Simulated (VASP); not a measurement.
# HfO2 (Fm-3m) in VASP: notebook

Runs on HfO2. Level: PBEsol. Tasks: single point.

All numbers are computed with VASP 6.6.1; they aren't measurements. Logs are shortened: lines on timing, memory, paths and dates and some standing lists are left out, and cuts for length are marked.

## (1) The cell of the first run

The structure is cubic, space group Fm-3m (No. 225). Conventional cell: a = 5.081 Å, b = 5.081 Å, c = 5.081 Å, α = 90.00°, β = 90.00°, γ = 90.00°. Hf (site symmetry m-3m) has 8 O at 2.20 Å within 2.9 Å. Within 2.9 Å of O (site symmetry -43m) lie 4 Hf at 2.20 Å and 6 O at 2.54 Å.

## (2) Single point, PBEsol

The input, INCAR:

```
PREC = Accurate ; ENCUT = 520
EDIFF = 1E-6 ; ISMEAR = 0
SIGMA = 0.01 ; LREAL = F
LASPH = T ; NELM = 80
ALGO = Normal ; ISIF = 2
LWAVE = F ; LCHARG = T
GGA = PS ; LELF = T
LVHAR = T ; NBANDS = 18
```

The input, KPOINTS:

```
Automatic mesh
0
Gamma
  6 6 6
```

The input, POSCAR:

```
HfO2
1.0
    0.0000000000      2.5403350533      2.5403350533
    2.5403350533      0.0000000000      2.5403350533
    2.5403350533      2.5403350533      0.0000000000
Hf O
1 2
Direct
    0.0000000000      0.0000000000      0.0000000000
    0.2500000000      0.2500000000      0.2500000000
    0.7500000000      0.7500000000      0.7500000000
```

Potentials or basis: VASP PAW PBE potentials, release 64 (Hf_pv, O).

Command:

```console
> cat potpaw_PBE.64/Hf_pv/POTCAR potpaw_PBE.64/O/POTCAR > POTCAR
> mpirun -np 1 vasp_std > vasp.out
```

OUTCAR:

```text
PREC = Accurate
   ENCUT = 520
   EDIFF = 1E-6
   ISMEAR = 0
   LREAL = F
   LASPH = T
   NELM = 80
   ISIF = 2
   GGA = PS

 ion  position               nearest neighbor table
   1  0.000  0.000  0.000-   3 2.20   3 2.20   3 2.20   2 2.20   3 2.20   2 2.20   2 2.20   2 2.20

   2  0.250  0.250  0.250-   1 2.20   1 2.20   1 2.20   1 2.20
   3  0.750  0.750  0.750-   1 2.20   1 2.20   1 2.20   1 2.20

  LATTYP: Found a face centered cubic cell.
 ALAT       =     5.0806701066

  Lattice vectors:

 A1 = (   0.0000000000,   2.5403350533,   2.5403350533)
 A2 = (   2.5403350533,   0.0000000000,   2.5403350533)
 A3 = (   2.5403350533,   2.5403350533,   0.0000000000)

Analysis of symmetry for initial positions (statically):
=====================================================================
 Subroutine PRICEL returns:
 Original cell was already a primitive cell.

 Routine SETGRP: Setting up the symmetry group for a
 face centered cubic supercell.

 Subroutine GETGRP returns: Found 48 space group operations
 (whereof 48 operations were pure point group operations)
 out of a pool of 48 trial point group operations.

The static configuration has the point symmetry O_h .

Analysis of symmetry for dynamics (positions and initial velocities):
=====================================================================
 Subroutine PRICEL returns:
 Original cell was already a primitive cell.

 Routine SETGRP: Setting up the symmetry group for a
 face centered cubic supercell.

 Subroutine GETGRP returns: Found 48 space group operations
 (whereof 48 operations were pure point group operations)
 out of a pool of 48 trial point group operations.

The dynamic configuration has the point symmetry O_h .

 Subroutine INISYM returns: Found 48 space group operations
 (whereof 48 operations are pure point group operations),
 and found     1 'primitive' translations

----------------------------------------------------------------------------------------

                                     Primitive cell

  volume of cell :      32.7871

  direct lattice vectors                    reciprocal lattice vectors
[... 73 lines left out ...]
   ICHARG =      2    charge: 1-file 2-atom 10-const
   ISPIN  =      1    spin polarized calculation?
   LNONCOLLINEAR =      F non collinear calculations
   LSORBIT =      F    spin-orbit coupling
   LASPH  =      T    aspherical Exc in radial PAW
   ENCUT  =  520.0 eV  38.22 Ry    6.18 a.u.   6.68  6.68  6.68*2*pi/ulx,y,z
   NELM   =     80;   NELMIN=  2; NELMDL= -5     # of ELM steps
   EDIFF  = 0.1E-05   stopping-criterion for ELM
   LREAL  =      F    real-space projection
   EDIFFG = 0.1E-04   stopping-criterion for IOM
   NSW    =      0    number of steps for IOM
   IBRION =     -1    ionic relax: 0-MD 1-quasi-New 2-CG
   NFREE  =      0    steps in history (QN), initial steepest desc. (CG)
   ISIF   =      2    stress and relaxation
   ISYM   =      2    0-nonsym 1-usesym 2-fastsym
   POTIM  = 0.5000    time-step for ionic-motion
   TEBEG  =    0.0;   TEEND  =   0.0 temperature during run
   PSTRESS=    0.0 pullay stress
   NELECT =      22.0000    total number of electrons
   NUPDOWN=      -1.0000    fix difference up-down
   EMIN   =  10.00;   EMAX   =-10.00  energy-range for DOS
   EFERMI =   0.00;   METHOD = LEGACY
   ISMEAR =     0;   SIGMA  =   0.01  broadening in eV -4-tet -1-fermi 0-gaus
   EFERMI_NEDOS =   21; number of points for ismear=-14 and -15
   IALGO  =     38    algorithm
   IMIX   =      4    mixing-type and parameters
     AMIX     =   0.40;   BMIX     =  1.00
     AMIX_MAG =   1.60;   BMIX_MAG =  1.00
  volume/ion in A,a.u.               =      10.93        73.75
  Fermi-wavevector in a.u.,A,eV,Ry     =   1.433226  2.708405 27.948233  2.054137
  Thomas-Fermi vector in A             =   2.552767
   LORBIT       =      0    0 simple, 1 ext, 2 COOP (PROOUT), +10 PAW based schemes
   GGA     = PS    functional components
   LHFCALC =     F    Hartree Fock is set to
   AEXX    =    0.0000 exact exchange contribution
   IVDW    =     0    specifies the selected vdW correction
   LEPSILON=     F    determine dielectric tensor
   LRPA    =     F    only Hartree local field effects (RPA)
 non-spin polarized calculation
 Gauss-broadening in eV      SIGMA  =   0.01
  energy-cutoff  :      520.00
  volume of cell :       32.79
 maximum number of plane-waves:       899
   NGX = 13   NGY = 13   NGZ = 13

 number of electron      21.9999991 magnetization

 Free energy of the ion-electron system (eV)
  ---------------------------------------------------
  ext. energy  EPLUGINS =         0.00000000
  ---------------------------------------------------
  free energy    TOTEN  =       -31.60497980 eV

  energy without entropy =      -31.60497980  energy(sigma->0) =      -31.60497980

 E-fermi :   4.1260     XC(G=0): -12.0710

 val. band max:        4.0772471498   @ k =   0.5000   0.5000   0.0000
 cond. band min:       7.7321737858   @ k =   0.5000   0.5000   0.0000
 fundamental gap:      3.6549266361
 Fermi energy:         4.1259627557

 k-point     1 :       0.0000    0.0000    0.0000
  band No.  band energies     occupation
      1     -25.5772      2.00000
      2     -25.5772      2.00000
      3     -25.5772      2.00000
      4     -14.5709      2.00000
      5     -11.5033      2.00000
      6      -1.2844      2.00000
[... 313 lines left out ...]
      5     -12.4921      2.00000
      6      -1.8398      2.00000
[... 10 lines left out ...]
     17      16.9258      0.00000
     18      17.4750      0.00000

------------------------ aborting loop because EDIFF is reached ----------------------------------------

  FORCE on cell =-STRESS in cart. coord.  units (eV):
  Direction    XX          YY          ZZ          XY          YZ          ZX
  --------------------------------------------------------------------------------------
  -------------------------------------------------------------------------------------
  Total       -1.8525344     -1.8525344     -1.8525344     -0.0000000     -0.0000000      0.0000000
  in kB      -90.5261112    -90.5261112    -90.5261112     -0.0000000     -0.0000000      0.0000000
  external PRESSURE =     -90.5261112 kB  Pullay stress =       0.0000000 kB

 VOLUME and BASIS-vectors are now :
 -----------------------------------------------------------------------------
  energy-cutoff  :      520.00
  volume of cell :       32.79
      direct lattice vectors                 reciprocal lattice vectors
     0.000000000  2.540335053  2.540335053    -0.196824430  0.196824430  0.196824430
     2.540335053  0.000000000  2.540335053     0.196824430 -0.196824430  0.196824430
     2.540335053  2.540335053  0.000000000     0.196824430  0.196824430 -0.196824430

 POSITION                                       TOTAL-FORCE (eV/Angst)
 -----------------------------------------------------------------------------------
      0.00000      0.00000      0.00000         0.000000      0.000000      0.000000
      1.27017      1.27017      1.27017         0.000000      0.000000      0.000000
      3.81050      3.81050      3.81050        -0.000000     -0.000000     -0.000000
 -----------------------------------------------------------------------------------
    total drift:                                0.000000      0.000000      0.000000

  FREE ENERGIE OF THE ION-ELECTRON SYSTEM (eV)
  ---------------------------------------------------
  free  energy   TOTEN  =       -31.6049797996 eV

  energy  without entropy=      -31.6049797996  energy(sigma->0) =      -31.60497980
```

Run time: 23 s. Hardware: 1 thread of Intel Xeon 8259CL, shared host; peak memory 0.16 GiB.

Results:

```
Free energy            : -31.6050 eV
Pressure               : -9.1 GPa
Band gap on the k mesh : 3.65 eV, direct
```

Caveat: the PAW data sets were made with another functional, which shifts forces and pressure a little; spin-orbit coupling is left out, which moves the levels of the heavy elements. A k mesh can miss the band edges.

## (3) Single point, PBEsol

This run uses another cell than the first one, of 11.15 Å³/atom, 1.020 times its volume.

The input, INCAR:

```
SYSTEM = HfO2
PREC = Accurate ; ENCUT = 520
EDIFF = 1E-6 ; ISMEAR = 0
SIGMA = 0.01 ; LREAL = .False.
LASPH = .True. ; NELM = 100
ALGO = Normal ; ISIF = 2
LWAVE = .False. ; LCHARG = .False.
GGA = PS ; NBANDS = 18
```

The input, KPOINTS:

```
regular mesh
0
Gamma
  6 6 6
  0 0 0
```

The input, POSCAR:

```
HfO2
1.0
    0.0000000000      2.5575000000      2.5575000000
    2.5575000000      0.0000000000      2.5575000000
    2.5575000000      2.5575000000      0.0000000000
Hf O
1 2
Direct
    0.0000000000      0.0000000000      0.0000000000
    0.2500000000      0.2500000000      0.2500000000
    0.7500000000      0.7500000000      0.7500000000
```

Potentials or basis: VASP PAW PBE potentials, release 64 (Hf_pv, O).

Command:

```console
> cat potpaw_PBE.64/Hf_pv/POTCAR potpaw_PBE.64/O/POTCAR > POTCAR
> mpirun -np 1 vasp_std > vasp.out
```

Run time: 23 s. Hardware: 1 thread of Intel Xeon 8259CL, shared host; peak memory 0.16 GiB.

The run converged. Its results:

```yaml
Free_energy: -31.5586 eV
Pressure: -13.5 GPa
Band_gap_on_the_k_mesh: 3.60 eV, direct
```

Levels at points of the mesh, in eV from the valence-band top:
| k point | band 9 | band 10 | band 11 | band 12 | band 13 | band 14 |
| --- | --- | --- | --- | --- | --- | --- |
| (0.00, 0.00, 0.00) | -0.60 | -0.60 | -0.60 | 3.72 | 3.72 | 5.44 |
| (0.50, 0.00, 0.00) | -2.72 | -1.82 | -1.82 | 4.43 | 4.43 | 6.71 |
| (0.50, 0.50, 0.00) | -1.50 | -1.50 | 0.00 | 3.60 | 5.29 | 6.36 |

Caveat: the PAW data sets were made with another functional, which shifts forces and pressure a little; spin-orbit coupling is left out, which moves the levels of the heavy elements. PBEsol gaps usually lie below the measured ones, often by a third to a half.

## (4) Single point, PBEsol

This run uses another cell than the first one, of 11.38 Å³/atom, 1.041 times its volume.

The input, INCAR:

```
SYSTEM = HfO2
ALGO = Normal
EDIFF = 1E-6
ENCUT = 520
GGA = PS
ISIF = 2
ISMEAR = 0
LASPH = .True.
LCHARG = .False.
LREAL = .False.
LWAVE = .False.
NBANDS = 18
NELM = 80
PREC = Accurate
SIGMA = 0.01
```

The input, KPOINTS:

```
k-points
0
Gamma
  6 6 6
  0 0 0
```

The input, POSCAR:

```
HfO2
1.0
    0.0000000000      2.5744375797      2.5744375797
    2.5744375797      0.0000000000      2.5744375797
    2.5744375797      2.5744375797      0.0000000000
Hf O
1 2
Direct
    0.0000000000      0.0000000000      0.0000000000
    0.2500000000      0.2500000000      0.2500000000
    0.7500000000      0.7500000000      0.7500000000
```

Command:

```console
> cat potpaw_PBE.64/Hf_pv/POTCAR potpaw_PBE.64/O/POTCAR > POTCAR
> mpirun -np 1 vasp_std > vasp.out
```

Run time: 27 s. Hardware: 1 thread of Intel Xeon 8259CL, shared host; peak memory 0.16 GiB.

It converged, with:

```
Free energy            : -31.4945 eV
Pressure               : -17.6 GPa
Band gap on the k mesh : 3.55 eV, direct
```

Levels at points of the mesh, in eV from the valence-band top:
| k point | band 7 | band 8 | band 9 | band 10 | band 11 | band 12 | band 13 | band 14 | band 15 | band 16 |
| --- | --- | --- | --- | --- | --- | --- | --- | --- | --- | --- |
| (0.00, 0.00, 0.00) | -5.12 | -5.12 | -0.59 | -0.59 | -0.59 | 3.67 | 3.67 | 5.28 | 9.85 | 9.85 |
| (0.50, 0.00, 0.00) | -4.13 | -3.02 | -2.67 | -1.80 | -1.80 | 4.35 | 4.35 | 6.52 | 8.69 | 8.88 |
| (0.50, 0.50, 0.00) | -3.39 | -3.39 | -1.47 | -1.47 | 0.00 | 3.55 | 5.19 | 6.18 | 7.73 | 7.73 |

Caveat: the PAW data sets were made with another functional, which shifts forces and pressure a little; spin-orbit coupling is left out, which moves the levels of the heavy elements. Expect the measured gap to be larger: semilocal functionals such as PBEsol lack the derivative discontinuity.

(Continued in part 2 of 2.)
